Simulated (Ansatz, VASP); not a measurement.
**Mg2SiN2: VASP beside Ansatz**

```
CELL_PARAMETERS angstrom
2.89363 0.00000 0.00000
-1.44681 2.50596 0.00000
0.00000 0.00000 7.46728
ATOMIC_POSITIONS crystal
Mg 0.66667 0.33333 0.33115
Mg 0.33333 0.66667 0.66885
Si 0.00000 0.00000 0.00000
N 0.66667 0.33333 0.86368
N 0.33333 0.66667 0.13632
```

Change from the starting cell: species swapped into the Na2HfN2 type (P-3m1, No. 164).

Alike in both runs: functional PBE; k mesh 12 × 12 × 6; occupations gaussian, width 0.1 eV; no spin polarisation.

Ansatz relaxed the structure, and its values are those at the end. VASP's run is a single point on that final structure, the one shown.

|  | VASP | Ansatz |
| --- | --- | --- |
| version | VASP 6.6.1 | Ansatz 0.2.0 |
| potentials or method | VASP PAW PBE potentials, release 64 (Mg, Si, N), cutoff 520 eV | scalar-relativistic, plane waves, PAW |
| valence electrons in the cell | 18 | 34 |

VASP gave:

| Item | Value |
| --- | --- |
| gap on the k mesh at the Fermi level (eV) | none |
| pressure (GPa) | -0.2 |
| rms of the force components (eV/Å) | 0.009 |

Question: What did Ansatz give for the same quantities?

Answer: gap on the k mesh at the Fermi level (eV): none; pressure (GPa): 0.0; rms of the force components (eV/Å): 0.000.

A gap of «none» marks a metal or a gap that the smearing closes. VASP's potentials hold 18 valence electrons a cell and Ansatz's 34, so a difference there can come from the potentials and not from the codes.
